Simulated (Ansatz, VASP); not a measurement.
# Ga3Se in VASP and in Ansatz

```
Ga Se
1.0
     4.43246    0.00000    0.00000
     0.00000    4.43246    0.00000
     0.00000    0.00000    4.43246
Ga Se
3 1
Cartesian
  0.0000 2.2162 2.2162
  2.2162 0.0000 2.2162
  2.2162 2.2162 0.0000
  0.0000 0.0000 0.0000
```

Alike in both runs: task single point; functional PBEsol; k mesh 10 × 10 × 10; occupations gaussian, width 0.01 eV; no spin polarisation.

|  | VASP | Ansatz |
| --- | --- | --- |
| version | VASP 6.6.1 | Ansatz 0.2.0 |
| potentials or method | VASP PAW PBE potentials, release 64 (Ga_d, Se), cutoff 520 eV | scalar-relativistic, plane waves, PAW |
| valence electrons in the cell | 45 | 55 |

```tsv
	VASP	Ansatz	Ansatz less VASP
gap on the k mesh at the Fermi level (eV)	none	none	-
pressure (GPa)	-3.5	-3.6	-0.12
```

VASP's potentials were made for PBE, not for PBEsol. A gap of «none» marks a metal or a gap that the smearing closes. VASP's potentials hold 45 valence electrons a cell and Ansatz's 55, so a difference there can come from the potentials and not from the codes.
